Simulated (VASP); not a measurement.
Runs of VASP 6.6.1 on AlN. The structure is that of space group I-4m2 (No. 119), or close to it. The cells are those of the table. 

| cell | gap on the mesh (eV) | pressure (GPa) |
| --- | --- | --- |
| a = 3.212, b = 3.212, c = 2.908 Å, angles 63.1, 63.1, 53.8°, 2 atoms | 3.23 | -2.5 |
| a = 3.441, b = 3.441, c = 2.699 Å, angles 66.9, 66.9, 46.2°, 2 atoms | (a) | -4.9 |
| a = 3.010, b = 3.010, c = 3.357 Å, angles 56.1, 56.1, 67.8°, 2 atoms | 3.34 | -5.9 |
| a = 3.147, b = 3.147, c = 2.993 Å, angles 61.6, 61.6, 56.8°, 2 atoms | (b) | -1.1 |
| a = 3.008, b = 3.008, c = 3.567 Å, angles 53.6, 53.6, 72.7°, 2 atoms | 3.18 | -15.7 |
| a = 3.004, b = 3.004, c = 3.468 Å, angles 54.7, 54.7, 70.5°, 2 atoms | 3.59 | -10.9 |
| a = 3.371, b = 3.371, c = 2.753 Å, angles 65.9, 65.9, 48.2°, 2 atoms | (c) | -5.0 |
| a = 3.027, b = 3.027, c = 3.262 Å, angles 57.4, 57.4, 65.2°, 2 atoms | 3.34 | -2.8 |

Alike in all rows: task single point; level r2SCAN; potentials or basis VASP PAW PBE potentials, release 64 (Al, N); no spin polarisation; k mesh 10 × 10 × 10; cutoff (eV) 520; smearing gaussian 0.05 eV.

Task: Fill in the values left out.

Result: (a) 0.32; (b) 3.60; (c) 1.63.

Caveats: the PAW data sets were made with another functional, which shifts forces and pressure a little; the cell stands under tension (at least some runs).

A k mesh can miss the band edges.
